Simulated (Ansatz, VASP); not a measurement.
# Two plane-wave programs on Ca

The input INCAR:

```
PREC     = Accurate       # precision mode
ENCUT    = 520            # plane-wave cutoff, eV
EDIFF    = 1E-7           # SCF threshold, eV
ISMEAR   = 0              # smearing method
SIGMA    = 0.15           # smearing width, eV
LREAL    = False          # projectors in reciprocal space
LASPH    = True           # aspherical terms in the spheres
NELM     = 60             # most SCF steps
ALGO     = Normal         # electronic algorithm
ISIF     = 2              # what is computed and relaxed
LWAVE    = False          # write WAVECAR
LCHARG   = False          # write CHGCAR
GGA      = PS             # functional
NBANDS   = 11             # bands
```

Contents of KPOINTS:

```
Automatic mesh
0
Gamma
  14 14 14
```

The input POSCAR:

```
Ca
1.0
    0.0000000000      2.7103740000      2.8361130000
    2.7103740000      0.0000000000      2.8361130000
    2.7103740000      2.7103740000      0.0000000000
Ca
1
Direct
    0.0000000000      0.0000000000      0.0000000000
```

Input for Ansatz:

```yaml
crystal:
  lattice:
    - [0.0, 2.710374, 2.836113]
    - [2.710374, 0.0, 2.836113]
    - [2.710374, 2.710374, 0.0]
  atoms:
    - { symbol: Ca, position: [0.0, 0.0, 0.0] }
basis:
  ecutwfc: 420
kpoints:
  mp_grid: { grid: [14, 14, 14] }
hamiltonian:
  xc: pbesol
scf:
  occupations: { method: gaussian, width: 0.15 }
output:
  forces: true
  stress: true
  eigenvalues: true
```

Change from the starting cell: strain -0.030 along x and y, +0.015 along z, atoms carried along.

Alike in both runs: task single point; functional PBEsol; k mesh 14 × 14 × 14; occupations gaussian, width 0.15 eV; no spin polarisation.

|  | VASP | Ansatz |
| --- | --- | --- |
| version | VASP 6.6.1 | Ansatz 0.2.0 |
| potentials or method | VASP PAW PBE potentials, release 64 (Ca_sv), cutoff 520 eV | scalar-relativistic, plane waves, PAW |
| valence electrons in the cell | 10 | 10 |

```tsv
	VASP	Ansatz	Ansatz less VASP
gap on the k mesh at the Fermi level (eV)	none	none	-
pressure (GPa)	-0.5	-0.5	-0.01
traceless stress, the component that is largest in VASP (GPa)	-0.30	-0.30	0.000
```

VASP's potentials were made for PBE, not for PBEsol. A gap of «none» marks a metal or a gap that the smearing closes. With one functional, cell and mesh, what is left measures potentials, basis and numerics.
